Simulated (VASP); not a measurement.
# Si3N4 (P6_3/m) in VASP: further runs

Aim: see how the results for Si3N4 move with the level of theory and the settings. Levels: PBE, r2SCAN. Tasks: electric field gradients.

Program: VASP 6.6.1. These are calculated values, not measurements. Logs are shortened: lines on timing, memory, paths and dates and some standing lists are left out, and cuts for length are marked.

**1. The cell of the first run**

It takes space group P6_3/m (No. 176, hexagonal). The conventional cell has a = 7.602 Å, b = 7.602 Å, c = 2.906 Å, α = 90.00°, β = 90.00°, γ = 120.00°. Within 2.3 Å of Si (site symmetry m) lie 4 N at 1.73 to 1.74 Å. N (site symmetry m) has 3 Si at 1.74 Å within 2.3 Å. Within 2.3 Å of N (site symmetry -6) lie 3 Si at 1.73 Å.

**2. Electric field gradients, PBE**

Contents of INCAR:

```
SYSTEM = Si3N4
  PREC = Accurate
  ENCUT = 520
  EDIFF = 1E-8
  ISMEAR = -1
  SIGMA = 0.02
  LREAL = .False.
  LASPH = .True.
  NELM = 80
  ALGO = Normal
  ISIF = 2
  LWAVE = .False.
  LCHARG = .False.
  GGA = PE
  LEFG = .True.
  NBANDS = 45
```

Contents of KPOINTS:

```
regular mesh
0
Gamma
  4 4 10
  0 0 0
```

Contents of POSCAR:

```
Si3N4
1.0
    7.6015000000      0.0000000000      0.0000000000
   -3.8007500000      6.5830921069      0.0000000000
    0.0000000000      0.0000000000      2.9061000000
Si N
6 8
Direct
    0.7684770000      0.1745690000      0.2500000000
    0.5939080000      0.7684770000      0.7500000000
    0.8254310000      0.5939080000      0.2500000000
    0.2315230000      0.8254310000      0.7500000000
    0.4060920000      0.2315230000      0.2500000000
    0.1745690000      0.4060920000      0.7500000000
    0.0304900000      0.3302600000      0.2500000000
    0.7002300000      0.0304900000      0.7500000000
    0.6697400000      0.7002300000      0.2500000000
    0.9695100000      0.6697400000      0.7500000000
    0.2997700000      0.9695100000      0.2500000000
    0.3302600000      0.2997700000      0.7500000000
    0.6666666667      0.3333333333      0.2500000000
    0.3333333333      0.6666666667      0.7500000000
```

Potentials or basis: VASP PAW PBE potentials, release 64 (Si, N).

On the command line:

```
$ cat potpaw_PBE.64/Si/POTCAR potpaw_PBE.64/N/POTCAR > POTCAR
$ mpirun -np 1 vasp_std > vasp.out
```

OUTCAR:

```text
SYSTEM = Si3N4
   PREC = Accurate
   ENCUT = 520
   EDIFF = 1E-8
   ISMEAR = -1
   LREAL = .False.
   LASPH = .True.
   NELM = 80
   ISIF = 2
   GGA = PE

 ion  position               nearest neighbor table
   1  0.768  0.175  0.250-  13 1.73   7 1.74   8 1.74   8 1.74   5 2.99   3 2.99   6 3.05   6 3.05
                             2 3.05   2 3.05
   2  0.594  0.768  0.750-  14 1.73   8 1.74   9 1.74   9 1.74   4 2.99   6 2.99   3 3.05   3 3.05
                             1 3.05   1 3.05
   3  0.825  0.594  0.250-  13 1.73   9 1.74  10 1.74  10 1.74   5 2.99   1 2.99   2 3.05   2 3.05
                             4 3.05   4 3.05
   4  0.232  0.825  0.750-  14 1.73  10 1.74  11 1.74  11 1.74   2 2.99   6 2.99   3 3.05   3 3.05
                             5 3.05   5 3.05
   5  0.406  0.232  0.250-  13 1.73  11 1.74  12 1.74  12 1.74   1 2.99   3 2.99   6 3.05   6 3.05
                             4 3.05   4 3.05
   6  0.175  0.406  0.750-  14 1.73  12 1.74   7 1.74   7 1.74   2 2.99   4 2.99   5 3.05   5 3.05
                             1 3.05   1 3.05
   7  0.030  0.330  0.250-   1 1.74   6 1.74   6 1.74
   8  0.700  0.030  0.750-   2 1.74   1 1.74   1 1.74
   9  0.670  0.700  0.250-   3 1.74   2 1.74   2 1.74
  10  0.970  0.670  0.750-   4 1.74   3 1.74   3 1.74
  11  0.300  0.970  0.250-   5 1.74   4 1.74   4 1.74
  12  0.330  0.300  0.750-   6 1.74   5 1.74   5 1.74
  13  0.667  0.333  0.250-   1 1.73   3 1.73   5 1.73
  14  0.333  0.667  0.750-   4 1.73   6 1.73   2 1.73

  LATTYP: Found a hexagonal cell.
 ALAT       =     7.6015000000
 C/A-ratio  =     0.3823061238

  Lattice vectors:

 A1 = (   7.6015000000,   0.0000000000,   0.0000000000)
 A2 = (  -3.8007500000,   6.5830921069,   0.0000000000)
 A3 = (   0.0000000000,   0.0000000000,   2.9061000000)

Analysis of symmetry for initial positions (statically):
=====================================================================
 Subroutine PRICEL returns:
 Original cell was already a primitive cell.

 Routine SETGRP: Setting up the symmetry group for a
 hexagonal supercell.

 Subroutine GETGRP returns: Found 12 space group operations
 (whereof  6 operations were pure point group operations)
 out of a pool of 24 trial point group operations.

The static configuration has the point symmetry S_6 .
 The point group associated with its full space group is C_6h.

Analysis of symmetry for dynamics (positions and initial velocities):
=====================================================================
[... 1340 lines left out ...]
      1.59380      5.05895      2.17957        -0.007543     -0.020158      0.000000
      4.01722      3.90975      0.72652         0.013685     -0.016611     -0.000000
     -1.37733      5.43389      2.17957         0.021229      0.003546     -0.000000
      2.20695      1.52414      0.72652         0.007543      0.020158     -0.000000
     -0.21647      2.67334      2.17957        -0.013685      0.016611     -0.000000
     -1.02347      2.17413      0.72652        -0.013825     -0.042466      0.000000
      5.20691      0.20072      2.17957         0.029864     -0.033206      0.000000
      2.42963      4.60968      0.72652         0.043689      0.009260      0.000000
      4.82422      4.40896      2.17957         0.013825      0.042466     -0.000000
     -1.40616      6.38237      0.72652        -0.029864      0.033206     -0.000000
      1.37112      1.97341      2.17957        -0.043689     -0.009260     -0.000000
      3.80075      2.19436      0.72652         0.000000      0.000000      0.000000
     -0.00000      4.38873      2.17957        -0.000000      0.000000      0.000000
 -----------------------------------------------------------------------------------
    total drift:                                0.000000     -0.000000      0.000000

  FREE ENERGIE OF THE ION-ELECTRON SYSTEM (eV)
  ---------------------------------------------------
  free  energy   TOTEN  =      -114.4874556207 eV

  energy  without entropy=     -114.4874556207  energy(sigma->0) =     -114.48745562

 Electric field gradients (V/A^2)
---------------------------------------------------------------------
 ion       V_xx      V_yy      V_zz      V_xy      V_xz      V_yz
---------------------------------------------------------------------
   1      -0.462     4.235    -3.774     7.275     0.000     0.000
   2      -3.239     7.013    -3.774    -5.672    -0.000     0.000
   3       9.362    -5.588    -3.774    -1.604     0.000     0.000
   4      -0.462     4.235    -3.774     7.275    -0.000     0.000
   5      -3.239     7.013    -3.774    -5.672    -0.000    -0.000
   6       9.362    -5.588    -3.774    -1.604     0.000    -0.000
   7       2.478   -27.964    25.486    30.242     0.000     0.000
   8     -46.543    21.058    25.485    -1.939     0.000    -0.000
   9       5.837   -31.322    25.485   -28.303    -0.000    -0.000
  10       2.478   -27.964    25.486    30.242    -0.000     0.000
  11     -46.543    21.058    25.485    -1.939     0.000    -0.000
  12       5.837   -31.322    25.485   -28.303     0.000    -0.000
  13      23.057    23.058   -46.115     0.001    -0.000    -0.000
  14      23.057    23.058   -46.115     0.001     0.000     0.000
---------------------------------------------------------------------

 Electric field gradients after diagonalization (V/A^2)
 (convention: |V_zz| > |V_xx| > |V_yy|)
----------------------------------------------------------------------
 ion       V_xx      V_yy      V_zz     asymmetry (V_yy - V_xx)/ V_zz
----------------------------------------------------------------------
   1      -5.758    -3.774     9.531       0.208
   2      -5.758    -3.774     9.532       0.208
   3      -5.758    -3.774     9.532       0.208
   4      -5.758    -3.774     9.531       0.208
   5      -5.758    -3.774     9.532       0.208
   6      -5.758    -3.774     9.532       0.208
   7      25.486    21.114   -46.599       0.094
   8      25.485    21.114   -46.599       0.094
   9      25.485    21.114   -46.599       0.094
  10      25.486    21.114   -46.599       0.094
  11      25.485    21.114   -46.599       0.094
  12      25.485    21.114   -46.599       0.094
  13      23.058    23.057   -46.115       0.000
  14      23.058    23.057   -46.115       0.000
----------------------------------------------------------------------

           NMR quadrupolar parameters

 Cq : quadrupolar parameter    Cq=e*Q*V_zz/h
 eta: asymmetry parameters     (V_yy - V_xx)/ V_zz
 Q  : nuclear electric quadrupole moment in mb (millibarn)
----------------------------------------------------------------------
 ion       Cq(MHz)       eta       Q (mb)
----------------------------------------------------------------------
   1       0.023       0.208       1.000
   2       0.023       0.208       1.000
   3       0.023       0.208       1.000
   4       0.023       0.208       1.000
   5       0.023       0.208       1.000
   6       0.023       0.208       1.000
   7      -0.113       0.094       1.000
   8      -0.113       0.094       1.000
   9      -0.113       0.094       1.000
  10      -0.113       0.094       1.000
  11      -0.113       0.094       1.000
  12      -0.113       0.094       1.000
  13      -0.112       0.000       1.000
  14      -0.112       0.000       1.000
----------------------------------------------------------------------
```

OSZICAR:

```text
N       E                     dE             d eps       ncg     rms          rms(c)
DAV:   1     0.283570935758E+03    0.28357E+03   -0.31788E+04  2160   0.132E+03
DAV:   2    -0.108249632919E+03   -0.39182E+03   -0.37183E+03  2764   0.280E+02
[... 10 lines left out ...]
DAV:  13    -0.114487451219E+03   -0.17517E-04   -0.19743E-05  2432   0.214E-02    0.509E-03
DAV:  14    -0.114487454795E+03   -0.35756E-05   -0.31279E-06  2600   0.955E-03    0.325E-03
DAV:  15    -0.114487455728E+03   -0.93382E-06   -0.19938E-06  2416   0.571E-03    0.215E-03
DAV:  16    -0.114487455662E+03    0.66623E-07   -0.91365E-08  2744   0.162E-03    0.592E-04
DAV:  17    -0.114487455630E+03    0.31999E-07   -0.18296E-08  2008   0.639E-04    0.234E-04
DAV:  18    -0.114487455618E+03    0.12265E-07   -0.33401E-09  1800   0.308E-04    0.854E-05
DAV:  19    -0.114487455621E+03   -0.30986E-08   -0.13245E-09  1435   0.206E-04
   1 F= -.11448746E+03 E0= -.11448746E+03  d E =-.151487E-11
```

stdout:

```text
POSCAR found type information on POSCAR SiN
 POSCAR found :  2 types and      14 ions
 scaLAPACK will be used
 LDA part: xc-table for (Slater+PW92), standard interpolation
 POSCAR, INCAR and KPOINTS ok, starting setup
 FFT: planning ... GRIDC
 FFT: planning ... GRID_SOFT
 FFT: planning ... GRID
 WAVECAR not read
 entering main loop
ion   1

ion   2

ion   3

ion   4

ion   5

ion   6

ion   7

ion   8

ion   9

ion  10

ion  11

ion  12

ion  13

ion  14
```

It took 4.4 min on 1 thread of Intel Xeon Platinum 8488C (Sapphire Rapids), shared host; peak memory 0.31 GiB.

What came out:

- Free energy: -114.4875 eV
- Pressure: 5.5 GPa
- Largest force: 0.045 eV/Å
- Band gap on the k mesh: 4.32 eV (least direct gap 4.52 eV)
- Largest electric field gradient by atom: Si +9.5; N -46.6, -46.1 (each value once) V/Å²

Forces in eV/Å, atoms in the order of the input:
```
Si  -0.021 -0.004  0.000
Si  -0.008 -0.020  0.000
Si   0.014 -0.017  0.000
Si   0.021  0.004  0.000
Si   0.008  0.020  0.000
Si  -0.014  0.017  0.000
N   -0.014 -0.042  0.000
N    0.030 -0.033  0.000
N    0.044  0.009  0.000
N    0.014  0.042  0.000
N   -0.030  0.033  0.000
N   -0.044 -0.009  0.000
N    0.000  0.000  0.000
N    0.000  0.000  0.000
```

Electric field gradients, principal values (V/Å²):
| atom | least | middle | greatest (by size) |
| --- | --- | --- | --- |
| 1 Si | -3.774 | -5.758 | 9.531 |
| 2 Si | -3.774 | -5.758 | 9.532 |
| 3 Si | -3.774 | -5.758 | 9.532 |
| 4 Si | -3.774 | -5.758 | 9.531 |
| 5 Si | -3.774 | -5.758 | 9.532 |
| 6 Si | -3.774 | -5.758 | 9.532 |
| 7 N | 21.114 | 25.486 | -46.599 |
| 8 N | 21.114 | 25.485 | -46.599 |
| 9 N | 21.114 | 25.485 | -46.599 |
| 10 N | 21.114 | 25.486 | -46.599 |
| 11 N | 21.114 | 25.485 | -46.599 |
| 12 N | 21.114 | 25.485 | -46.599 |
| 13 N | 23.057 | 23.058 | -46.115 |
| 14 N | 23.057 | 23.058 | -46.115 |

Caveat: the cell stands under pressure; without QUAD_EFG the Cq values of the log hold for a quadrupole moment of 1 mb, not for the nuclei. As with any semilocal functional, this PBE gap is likely too small.

[end of part 1 of 2]
